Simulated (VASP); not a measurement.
## As: single point with PBE

Crystal: As.

```
As
1.0
     3.05490    0.00000    0.00000
    -1.52745    2.64562    0.00000
     0.00000    0.00000    4.76290
As
2
Direct
  0.33333 0.66667 0.25000
  0.66667 0.33333 0.75000
```

This isn't the form of As at room conditions, which is rhombohedral.

```yaml
Program: VASP 6.6.1
Task: single point
Functional: PBE
Potentials_or_basis: VASP PAW PBE potentials, release 64 (As)
Cutoff: 520 eV
k_mesh: 16 × 16 × 9
Occupations: fermi-dirac, width 0.05 eV
Spin: non-collinear spin, zero start, spin-orbit coupling
Starting_moments: "[[0.0, 0.0, 0.0], [0.0, 0.0, 0.0]] μB"
```

```yaml
Pressure: 0.0 GPa
Net_moment: 0.00 μB per cell
Valence_electrons_inside_the_program's_atomic_spheres: As 2.60
```

Moments on the atoms (μB; x, y, z):
```
As  0.00 0.00 0.00
As  0.00 0.00 0.00
```

It took 100 s on 1 thread of AMD EPYC 9R45 96-Core Processor (Zen 5), with other jobs on the host, peak memory 0.32 GiB.
